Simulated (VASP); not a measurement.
OsC3:

```
Os C
1.0
     4.27187    0.00000    0.00000
    -2.13594    3.69955    0.00000
     0.00000    0.00000    5.66778
Os C
2 6
Direct
  0.00000 0.00000 0.00000
  0.00000 0.00000 0.50000
  0.33333 0.00000 0.25000
  0.00000 0.33333 0.25000
  0.66667 0.66667 0.25000
  0.66667 0.00000 0.75000
  0.33333 0.33333 0.75000
  0.00000 0.66667 0.75000
```

The cell was generated, and may not be a known phase.

| Quantity | Value |
| --- | --- |
| Program | VASP 6.6.1 |
| Task | relaxation of cell and atoms |
| Functional | PBE |
| Potentials or basis | VASP PAW PBE potentials, release 64 (Os, C) |
| Cutoff | 600 eV |
| k mesh | 6 × 6 × 4 |
| Occupations | gaussian, width 0.1 eV |
| Spin | no spin polarisation |

At the start: pressure 8.2 GPa; volume 11.20 Å³/atom.

Q: How do energy, volume and symmetry change on relaxing?

A: Over 18 steps the energy falls by 287.6 meV/atom and the volume is 8.07 Å³/atom (-27.9 %); space group P6_3/mcm (No. 193, to 0.1 Å) before, P6/mmm (No. 191, to 0.1 Å).

Step by step:
```csv
step,energy change (eV),largest force (eV/Å),pressure (GPa),volume (Å³)
1,0.0000,2.1648,8.21,89.57
2,0.1376,0.7253,-26.09,97.12
3,-0.4250,0.6021,-10.36,92.86
4,-1.0651,0.5438,-9.10,86.72
5,-1.7736,0.7576,12.14,69.62
6,-1.9772,0.3496,1.28,69.06
7,-2.0260,0.1540,-3.86,68.69
8,-2.1177,0.1270,-10.27,67.91
9,-2.1794,0.1582,-5.26,66.19
10,-2.2148,0.0114,-9.76,66.96
11,-2.0346,0.4011,15.42,62.35
12,-2.2582,0.0666,-3.18,65.48
13,-2.2864,0.0133,-2.21,65.18
14,-2.2978,0.0401,-1.01,64.90
15,-2.2980,0.0460,-0.85,64.87
16,-2.2996,0.0323,0.45,64.58
17,-2.2996,0.0311,0.59,64.56
18,-2.3011,0.0154,0.35,64.60
```

Final structure:
```yaml
crystal:
  lattice:
    - [3.51739, 0.00000, 0.00000]
    - [-1.75869, 3.04615, 0.00000]
    - [0.00000, 0.00000, 6.02893]
  atoms:
    - { symbol: Os, position: [0.00000, 0.00000, 0.00000] }
    - { symbol: Os, position: [0.00000, 0.00000, 0.50000] }
    - { symbol: C, position: [0.49847, 0.00000, 0.25000] }
    - { symbol: C, position: [0.00000, 0.49847, 0.25000] }
    - { symbol: C, position: [0.50153, 0.50153, 0.25000] }
    - { symbol: C, position: [0.50153, 0.00000, 0.75000] }
    - { symbol: C, position: [0.49847, 0.49847, 0.75000] }
    - { symbol: C, position: [0.00000, 0.50153, 0.75000] }
```

Caveat: the volume moved by over 15 % at a fixed basis, so the end points are rough.
